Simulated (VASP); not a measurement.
# GaGe: single point with PBEsol

GaGe:

```
CELL_PARAMETERS angstrom
0.00000 2.89784 2.89784
2.89784 0.00000 2.89784
2.89784 2.89784 0.00000
ATOMIC_POSITIONS crystal
Ge 0.00000 0.00000 0.00000
Ga 0.25000 0.25000 0.25000
```

```yaml
Program: VASP 6.6.1
Task: single point
Functional: PBEsol
Potentials_or_basis: VASP PAW PBE potentials, release 64 (Ge_d, Ga_d)
Cutoff: 520 eV
k_mesh: 5 × 5 × 5
Occupations: fermi-dirac, width 0.03 eV
Spin: no spin polarisation
```

The pressure is -2.8 GPa. The band gap on the k mesh is zero (an odd number of electrons rules out a gap without spin polarisation).

Levels at points of the mesh, in eV from the Fermi level:
```tsv
k point	band 10	band 11	band 12	band 13	band 14	band 15	band 16	band 17
(0.00, 0.00, 0.00)	-14.20	-10.49	1.75	1.75	1.75	2.09	4.41	4.41
```

Wall time 5.6 s on 1 thread of Intel(R) Xeon(R) 6975P-C (Granite Rapids), on a shared host, peak memory 0.16 GiB.

Caveat: the k points lie up to 0.38 Å⁻¹ apart, too coarse for converged energies and pressures of a metal; the PAW data sets were made with another functional, which shifts forces and pressure a little.
